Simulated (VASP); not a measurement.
# ZnSe (Stilleite) (F-43m) in VASP: notebook

The runs below take ZnSe (Stilleite) through single point, with PBE, r2SCAN.

All numbers are computed with VASP 6.6.1; they aren't measurements. Logs are shortened: lines on timing, memory, paths and dates and some standing lists are left out, and cuts for length are marked.

## (1) The cell of the first run

It takes space group F-43m (No. 216, cubic). The conventional cell has a = 5.789 Å, b = 5.789 Å, c = 5.789 Å, α = 90.00°, β = 90.00°, γ = 90.00°. Within 3.3 Å of Zn (site symmetry -43m) lie 4 Se at 2.51 Å. Within 3.3 Å of Se (site symmetry -43m) lie 4 Zn at 2.51 Å.

## (2) Single point, PBE (volume changed by +3%)

Input file INCAR:

```
SYSTEM = ZnSe
PREC = Accurate ; ENCUT = 500
EDIFF = 1E-6 ; ISMEAR = 0
SIGMA = 0.01 ; LREAL = .FALSE.
LASPH = .TRUE. ; NELM = 120
ALGO = Normal ; ISIF = 2
LWAVE = .FALSE. ; LCHARG = .FALSE.
GGA = PE ; NBANDS = 16
GGA_COMPAT = .FALSE.
```

Input file KPOINTS:

```
regular mesh
0
G
  6 6 6
  0 0 0
```

Input file POSCAR:

```
ZnSe
1.0
    0.0000000000      2.8942974333      2.8942974333
    2.8942974333      0.0000000000      2.8942974333
    2.8942974333      2.8942974333      0.0000000000
Zn Se
1 1
Direct
    0.0000000000      0.0000000000      0.0000000000
    0.2500000000      0.2500000000      0.2500000000
```

Potentials or basis: VASP PAW PBE potentials, release 64 (Zn, Se).

On the command line:

```console
$ cat potpaw_PBE.64/Zn/POTCAR potpaw_PBE.64/Se/POTCAR > POTCAR
$ mpirun -np 1 vasp_std > vasp.out
```

OUTCAR:

```text
SYSTEM = ZnSe
   PREC = Accurate
   ENCUT = 500
   EDIFF = 1E-6
   ISMEAR = 0
   LREAL = .FALSE.
   LASPH = .TRUE.
   NELM = 120
   ISIF = 2
   GGA = PE

 ion  position               nearest neighbor table
   1  0.000  0.000  0.000-   2 2.51   2 2.51   2 2.51   2 2.51
   2  0.250  0.250  0.250-   1 2.51   1 2.51   1 2.51   1 2.51

  LATTYP: Found a face centered cubic cell.
 ALAT       =     5.7885948666

  Lattice vectors:

 A1 = (   0.0000000000,   2.8942974333,   2.8942974333)
 A2 = (   2.8942974333,   0.0000000000,   2.8942974333)
 A3 = (   2.8942974333,   2.8942974333,   0.0000000000)

Analysis of symmetry for initial positions (statically):
=====================================================================
 Subroutine PRICEL returns:
 Original cell was already a primitive cell.

 Routine SETGRP: Setting up the symmetry group for a
 face centered cubic supercell.

 Subroutine GETGRP returns: Found 24 space group operations
 (whereof 24 operations were pure point group operations)
 out of a pool of 48 trial point group operations.

The static configuration has the point symmetry T_d .

Analysis of symmetry for dynamics (positions and initial velocities):
=====================================================================
 Subroutine PRICEL returns:
 Original cell was already a primitive cell.

 Routine SETGRP: Setting up the symmetry group for a
 face centered cubic supercell.

 Subroutine GETGRP returns: Found 24 space group operations
 (whereof 24 operations were pure point group operations)
 out of a pool of 48 trial point group operations.

The dynamic configuration has the point symmetry T_d .

 Subroutine INISYM returns: Found 24 space group operations
 (whereof 24 operations are pure point group operations),
 and found     1 'primitive' translations

----------------------------------------------------------------------------------------

                                     Primitive cell

  volume of cell :      48.4908

  direct lattice vectors                    reciprocal lattice vectors
     0.000000000  2.894297433  2.894297433    -0.172753496  0.172753496  0.172753496
     2.894297433  0.000000000  2.894297433     0.172753496 -0.172753496  0.172753496
     2.894297433  2.894297433  0.000000000     0.172753496  0.172753496 -0.172753496

  length of vectors
[... 71 lines left out ...]
   ENCUT  =  500.0 eV  36.75 Ry    6.06 a.u.   7.46  7.46  7.46*2*pi/ulx,y,z
   NELM   =    120;   NELMIN=  2; NELMDL= -5     # of ELM steps
   EDIFF  = 0.1E-05   stopping-criterion for ELM
   LREAL  =      F    real-space projection
   EDIFFG = 0.1E-04   stopping-criterion for IOM
   NSW    =      0    number of steps for IOM
   IBRION =     -1    ionic relax: 0-MD 1-quasi-New 2-CG
   NFREE  =      0    steps in history (QN), initial steepest desc. (CG)
   ISIF   =      2    stress and relaxation
   ISYM   =      2    0-nonsym 1-usesym 2-fastsym
   POTIM  = 0.5000    time-step for ionic-motion
   TEBEG  =    0.0;   TEEND  =   0.0 temperature during run
   PSTRESS=    0.0 pullay stress
   NELECT =      18.0000    total number of electrons
   NUPDOWN=      -1.0000    fix difference up-down
   EMIN   =  10.00;   EMAX   =-10.00  energy-range for DOS
   EFERMI =   0.00;   METHOD = LEGACY
   ISMEAR =     0;   SIGMA  =   0.01  broadening in eV -4-tet -1-fermi 0-gaus
   EFERMI_NEDOS =   21; number of points for ismear=-14 and -15
   IALGO  =     38    algorithm
   IMIX   =      4    mixing-type and parameters
     AMIX     =   0.40;   BMIX     =  1.00
     AMIX_MAG =   1.60;   BMIX_MAG =  1.00
  volume/ion in A,a.u.               =      24.25       163.62
  Fermi-wavevector in a.u.,A,eV,Ry     =   1.176556  2.223368 18.834319  1.384283
  Thomas-Fermi vector in A             =   2.312918
   LORBIT       =      0    0 simple, 1 ext, 2 COOP (PROOUT), +10 PAW based schemes
   GGA     = PE    functional components
   LHFCALC =     F    Hartree Fock is set to
   AEXX    =    0.0000 exact exchange contribution
   IVDW    =     0    specifies the selected vdW correction
   LEPSILON=     F    determine dielectric tensor
   LRPA    =     F    only Hartree local field effects (RPA)
 non-spin polarized calculation
 Gauss-broadening in eV      SIGMA  =   0.01
  energy-cutoff  :      500.00
  volume of cell :       48.49
 maximum number of plane-waves:      1247
 NGX is ok and might be reduce to    30
   NGX = 15   NGY = 15   NGZ = 15

 number of electron      18.0000001 magnetization

 Free energy of the ion-electron system (eV)
  ---------------------------------------------------
  ext. energy  EPLUGINS =         0.00000000
  ---------------------------------------------------
  free energy    TOTEN  =        -6.02228892 eV

  energy without entropy =       -6.02228892  energy(sigma->0) =       -6.02228892

 E-fermi :   1.1363     XC(G=0):  -9.0337

 val. band max:        1.0937885652   @ k =   0.0000   0.0000   0.0000
 cond. band min:       2.1330982842   @ k =   0.0000   0.0000   0.0000
 fundamental gap:      1.0393097190
 Fermi energy:         1.1363187425

 k-point     1 :       0.0000    0.0000    0.0000
  band No.  band energies     occupation
      1     -11.7790      2.00000
      2      -5.2456      2.00000
      3      -5.2456      2.00000
      4      -5.2456      2.00000
      5      -4.9311      2.00000
      6      -4.9311      2.00000
[... 281 lines left out ...]
      3      -5.0625      2.00000
      4      -4.9958      2.00000
      5      -4.9177      2.00000
      6      -4.7007      2.00000
[... 8 lines left out ...]
     15      14.5052      0.00000
     16      14.9358      0.00000

------------------------ aborting loop because EDIFF is reached ----------------------------------------

  FORCE on cell =-STRESS in cart. coord.  units (eV):
  Direction    XX          YY          ZZ          XY          YZ          ZX
  --------------------------------------------------------------------------------------
  -------------------------------------------------------------------------------------
  Total       -0.4052146     -0.4052146     -0.4052146     -0.0000000      0.0000000      0.0000000
  in kB      -13.3886319    -13.3886319    -13.3886319     -0.0000000      0.0000000      0.0000000
  external PRESSURE =     -13.3886319 kB  Pullay stress =       0.0000000 kB

 VOLUME and BASIS-vectors are now :
 -----------------------------------------------------------------------------
  energy-cutoff  :      500.00
  volume of cell :       48.49
      direct lattice vectors                 reciprocal lattice vectors
     0.000000000  2.894297433  2.894297433    -0.172753496  0.172753496  0.172753496
     2.894297433  0.000000000  2.894297433     0.172753496 -0.172753496  0.172753496
     2.894297433  2.894297433  0.000000000     0.172753496  0.172753496 -0.172753496

 POSITION                                       TOTAL-FORCE (eV/Angst)
 -----------------------------------------------------------------------------------
      0.00000      0.00000      0.00000         0.000000      0.000000      0.000000
      1.44715      1.44715      1.44715        -0.000000     -0.000000     -0.000000
 -----------------------------------------------------------------------------------
    total drift:                                0.000000      0.000000      0.000000

  FREE ENERGIE OF THE ION-ELECTRON SYSTEM (eV)
  ---------------------------------------------------
  free  energy   TOTEN  =        -6.0222889199 eV

  energy  without entropy=       -6.0222889199  energy(sigma->0) =       -6.02228892
```

It took 23 s on 1 thread of Intel Xeon Platinum 8259CL at 2.50GHz (Skylake/Cascade Lake), shared host; peak memory 0.16 GiB.

What came out:

```
Free energy            : -6.0223 eV
Pressure               : -1.3 GPa
Band gap on the k mesh : 1.04 eV, direct
```

Levels at points of the mesh, in eV from the valence-band top:
```
           k point  band 5  band 6  band 7  band 8  band 9  band 10  band 11  band 12  band 13  band 14
(0.00, 0.00, 0.00)   -6.02   -6.02    0.00    0.00    0.00     1.04     5.81     5.81     5.81     9.68
(0.50, 0.00, 0.00)   -6.01   -5.89   -4.84   -0.78   -0.78     2.43     6.38     6.38     8.38    10.68
(0.50, 0.50, 0.00)   -5.98   -5.87   -4.48   -1.97   -1.97     3.12     3.45    10.29    10.81    10.81
```

## (3) Single point, r2SCAN (volume changed by -3%)

Input file POSCAR:

```
ZnSe
1.0
    0.0000000000      2.8038123702      2.8038123702
    2.8038123702      0.0000000000      2.8038123702
    2.8038123702      2.8038123702      0.0000000000
Zn Se
1 1
Direct
    0.0000000000      0.0000000000      0.0000000000
    0.2500000000      0.2500000000      0.2500000000
```

Input file INCAR.step1:

```
  ALGO = Normal
  EDIFF = 1E-5
  ENCUT = 550
  GGA = PE
  GGA_COMPAT = F
  ISMEAR = 0
  LASPH = T
  LCHARG = F
  LREAL = F
  LWAVE = T
  NBANDS = 16
  NELM = 120
  PREC = Accurate
  SIGMA = 0.01
```

Input file INCAR.step2:

```
  ALGO = Normal
  EDIFF = 1E-6
  ENCUT = 550
  GGA_COMPAT = F
  ISIF = 2
  ISMEAR = 0
  ISTART = 1
  LASPH = T
  LCHARG = F
  LMIXTAU = T
  LREAL = F
  LWAVE = F
  METAGGA = R2SCAN
  NBANDS = 16
  NELM = 120
  PREC = Accurate
  SIGMA = 0.01
```

Input file KPOINTS:

```
k-points
0
Gamma
  6 6 6
```

Potentials or basis: VASP PAW PBE potentials, release 64 (Zn, Se).

On the command line:

```console
$ cat potpaw_PBE.64/Zn/POTCAR potpaw_PBE.64/Se/POTCAR > POTCAR
$ cp INCAR.step1 INCAR
$ mpirun -np 1 vasp_std > vasp.out
$ cp INCAR.step2 INCAR
$ mpirun -np 1 vasp_std > vasp.out
```

Run time: 79 s. Hardware: 1 thread of Intel Xeon Platinum 8259CL at 2.50GHz (Skylake/Cascade Lake), shared host; peak memory 0.17 GiB.

The run converged. Its results:

```yaml
Free_energy: -24.8954 eV
Pressure: 2.3 GPa
Band_gap_on_the_k_mesh: 2.01 eV, direct
```

Levels at points of the mesh, in eV from the valence-band top:
```
           k point  band 5  band 6  band 7  band 8  band 9  band 10  band 11  band 12  band 13  band 14
(0.00, 0.00, 0.00)   -6.38   -6.38    0.00    0.00    0.00     2.01     6.30     6.30     6.30    10.73
(0.50, 0.00, 0.00)   -6.36   -6.21   -5.52   -0.93   -0.93     3.11     6.85     6.85     9.16    11.89
(0.50, 0.50, 0.00)   -6.32   -6.19   -4.94   -2.35   -2.35     3.26     3.87    11.77    12.30    12.30
```

Caveat: the PAW data sets were made with another functional, which shifts forces and pressure a little.

## (4) Single point, r2SCAN (volume changed by +3%)

Input file POSCAR:

```
ZnSe
1.0
    0.0000000000      2.8604703093      2.8604703093
    2.8604703093      0.0000000000      2.8604703093
    2.8604703093      2.8604703093      0.0000000000
Zn Se
1 1
Direct
    0.0000000000      0.0000000000      0.0000000000
    0.2500000000      0.2500000000      0.2500000000
```

Input file INCAR.step1:

```
ALGO = Normal
EDIFF = 1E-5
ENCUT = 550
GGA = PE
GGA_COMPAT = F
ISMEAR = 0
LASPH = T
LCHARG = F
LREAL = F
LWAVE = T
NBANDS = 16
NELM = 120
PREC = Accurate
SIGMA = 0.01
```

Input file INCAR.step2:

```
ALGO = Normal
EDIFF = 1E-6
ENCUT = 550
GGA_COMPAT = F
ISIF = 2
ISMEAR = 0
ISTART = 1
LASPH = T
LCHARG = T
LELF = T
LMIXTAU = T
LREAL = F
LVHAR = T
LWAVE = F
METAGGA = R2SCAN
NBANDS = 16
NELM = 120
PREC = Accurate
SIGMA = 0.01
```

KPOINTS is that of step 3.

On the command line:

```console
$ cat potpaw_PBE.64/Zn/POTCAR potpaw_PBE.64/Se/POTCAR > POTCAR
$ cp INCAR.step1 INCAR
$ mpirun -np 1 vasp_std > vasp.out
$ cp INCAR.step2 INCAR
$ mpirun -np 1 vasp_std > vasp.out
```

Wall time 58 s (1 thread of Intel Xeon Platinum 8259CL at 2.50GHz (Skylake/Cascade Lake), shared host); peak memory 0.19 GiB.

Results (log left out):

* Free energy: -24.8980 eV
* Pressure: -1.7 GPa
* Band gap on the k mesh: 1.74 eV, direct

Levels at points of the mesh, in eV from the valence-band top:
```
           k point  band 5  band 6  band 7  band 8  band 9  band 10  band 11  band 12  band 13  band 14
(0.00, 0.00, 0.00)   -6.22   -6.22    0.00    0.00    0.00     1.74     6.32     6.32     6.32    10.46
(0.50, 0.00, 0.00)   -6.20   -6.08   -5.12   -0.84   -0.84     3.00     6.87     6.87     8.98    11.55
(0.50, 0.50, 0.00)   -6.17   -6.05   -4.67   -2.13   -2.13     3.39     3.87    11.28    11.86    11.86
```

Caveat: the PAW data sets were made with another functional, which shifts forces and pressure a little.

## (5) Single point, r2SCAN (volume changed by +6%)

Input file POSCAR:

```
ZnSe
1.0
    0.0000000000      2.8879765188      2.8879765188
    2.8879765188      0.0000000000      2.8879765188
    2.8879765188      2.8879765188      0.0000000000
Zn Se
1 1
Direct
    0.0000000000      0.0000000000      0.0000000000
    0.2500000000      0.2500000000      0.2500000000
```

Input file INCAR.step1:

```
PREC = Accurate
ENCUT = 550
ISMEAR = 0
SIGMA = 0.01
LREAL = F
LASPH = T
NELM = 120
NBANDS = 16
GGA = PE
ALGO = Normal
EDIFF = 1E-5
LWAVE = T
LCHARG = F
GGA_COMPAT = F
```

Input file INCAR.step2:

```
PREC = Accurate
ENCUT = 550
EDIFF = 1E-6
ISMEAR = 0
SIGMA = 0.01
LREAL = F
LASPH = T
NELM = 120
ALGO = Normal
ISIF = 2
LWAVE = F
LCHARG = F
METAGGA = R2SCAN
LMIXTAU = T
NBANDS = 16
ISTART = 1
GGA_COMPAT = F
```

Input file KPOINTS:

```
Automatic mesh
0
Gamma
  6 6 6
```

On the command line:

```console
$ cat potpaw_PBE.64/Zn/POTCAR potpaw_PBE.64/Se/POTCAR > POTCAR
$ cp INCAR.step1 INCAR
$ mpirun -np 1 vasp_std > vasp.out
$ cp INCAR.step2 INCAR
$ mpirun -np 1 vasp_std > vasp.out
```

Wall time 60 s (1 thread of Intel Xeon Platinum 8259CL at 2.50GHz (Skylake/Cascade Lake), shared host); peak memory 0.19 GiB.

The run converged. Its results:

* Free energy: -24.8763 eV
* Pressure: -3.3 GPa
* Band gap on the k mesh: 1.62 eV, direct

Levels at points of the mesh, in eV from the valence-band top:
```
           k point  band 7  band 8  band 9  band 10  band 11  band 12
(0.00, 0.00, 0.00)    0.00    0.00    0.00     1.62     6.33     6.33
(0.50, 0.00, 0.00)   -4.94   -0.80   -0.80     2.94     6.87     6.87
(0.50, 0.50, 0.00)   -4.54   -2.03   -2.03     3.45     3.86    11.07
```

Caveat: the PAW data sets were made with another functional, which shifts forces and pressure a little.

## (6) The runs side by side

```tsv
level	cell	cutoff (eV)	gap on the mesh (eV)	pressure (GPa)
PBE	a = 4.093 Å, angles 60.0°, 2 atoms	500	1.04	-1.3
r2SCAN	a = 3.965 Å, angles 60.0°, 2 atoms	550	2.01	2.3
r2SCAN	a = 4.045 Å, angles 60.0°, 2 atoms	550	1.74	-1.7
r2SCAN	a = 4.084 Å, angles 60.0°, 2 atoms	550	1.62	-3.3
```

Alike in all rows: task single point; potentials or basis VASP PAW PBE potentials, release 64 (Zn, Se); no spin polarisation; k mesh 6 × 6 × 6; smearing gaussian 0.01 eV.

Caveats: the PAW data sets were made with another functional, which shifts forces and pressure a little (some runs).

Absolute energies hang on the potentials; compare differences alone.
